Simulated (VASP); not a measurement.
Sn: single point with RPBE

Crystal: Sn.

```
CELL_PARAMETERS angstrom
-2.05409 2.05409 1.69916
2.05409 -2.05409 1.69916
2.05409 2.05409 -1.69916
ATOMIC_POSITIONS crystal
Sn 0.00000 0.00000 0.00000
```

```json
{"Program": "VASP 6.6.1", "Task": "single point", "Functional": "RPBE", "Potentials or basis": "VASP PAW PBE potentials, release 64 (Sn_d)", "Cutoff": "520 eV", "k mesh": "10 × 10 × 10", "Occupations": "fermi-dirac, width 0.05 eV", "Spin": "no spin polarisation", "Dipole correction": "no", "Further INCAR settings": "ALGO = Normal; EDIFF = 1e-07; NBANDS = 13"}
```

```yaml
Pressure: -0.1 GPa
Band_gap_on_the_k_mesh: zero (band 7 reaches 14.13 eV, above the bottom of band 8 at 5.63 eV)
```

Levels at points of the mesh, in eV from the Fermi level:
```
           k point  band 4  band 5  band 6  band 7  band 8  band 9  band 10  band 11
(0.00, 0.00, 0.00)  -21.51  -21.42  -10.67    6.61    6.61    8.80    10.11    11.21
(0.50, 0.00, 0.00)  -21.40  -21.38   -5.73   -3.93    3.01    4.29     6.99     7.26
(0.50, 0.50, 0.00)  -21.46  -21.38   -7.07   -4.40    5.44    7.38     9.87    10.52
(0.50, 0.50, 0.50)  -21.40  -21.37   -3.42   -1.38   -1.38    2.32     3.13     5.79
```

Wall time 18 s on 1 thread of Intel(R) Xeon(R) Platinum 8559C (Emerald Rapids), on a shared host, peak memory 0.17 GiB.

Caveat: the PAW data sets were made with another functional, which shifts forces and pressure a little; spin-orbit coupling is left out, which moves the levels of the heavy elements.
